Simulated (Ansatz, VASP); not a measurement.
NaCl: VASP beside Ansatz

File INCAR:

```
PREC = Accurate ; ENCUT = 520
EDIFF = 1E-6 ; ISMEAR = 0
SIGMA = 0.024 ; LREAL = F
LASPH = T ; NELM = 60
ALGO = Normal ; ISIF = 2
LWAVE = F ; LCHARG = F
GGA = PE ; NBANDS = 14
```

Contents of KPOINTS:

```
regular mesh
0
Gamma
  8 8 8
```

POSCAR

```
NaCl
1.0
    3.5021900000      0.0000000000      0.0000000000
    0.0000000000      3.5021900000      0.0000000000
    0.0000000000      0.0000000000      3.5021900000
Cl Na
1 1
Direct
    0.5000000000      0.5000000000      0.5000000000
    0.0000000000      0.0000000000      0.0000000000
```

Contents of input.yaml:

```yaml
crystal:
  lattice:
    - [3.50219, 0.0, 0.0]
    - [0.0, 3.50219, 0.0]
    - [0.0, 0.0, 3.50219]
  atoms:
    - { symbol: Cl, position: [0.5, 0.5, 0.5] }
    - { symbol: Na, position: [0.0, 0.0, 0.0] }
hamiltonian:
  xc: pbe
  pseudopotentials: { kind: paw }
kpoints:
  mp_grid: { grid: [8, 8, 8] }
scf:
  occupations: { method: gaussian, width: 0.024 }
output:
  forces: true
  stress: true
  eigenvalues: true
```

Alike in both runs: task single point; functional PBE; k mesh 8 × 8 × 8; occupations gaussian, width 0.024 eV; no spin polarisation.

|  | VASP | Ansatz |
| --- | --- | --- |
| version | VASP 6.6.1 | Ansatz 0.2.0 |
| potentials or method | VASP PAW PBE potentials, release 64 (Cl, Na_pv) | Ansatz PAW |
| plane-wave cutoff (eV) | 520 | 420 |
| valence electrons in the cell | 14 | 16 |

```tsv
	VASP	Ansatz	Ansatz less VASP
gap on the k mesh at the Fermi level (eV)	3.98	3.98	0.000
least direct gap on the mesh (eV)	4.47	4.47	0.000
pressure (GPa)	0.1	0.1	+0.05
```

VASP's potentials hold 14 valence electrons a cell and Ansatz's 16, so a difference there can come from the potentials and not from the codes.
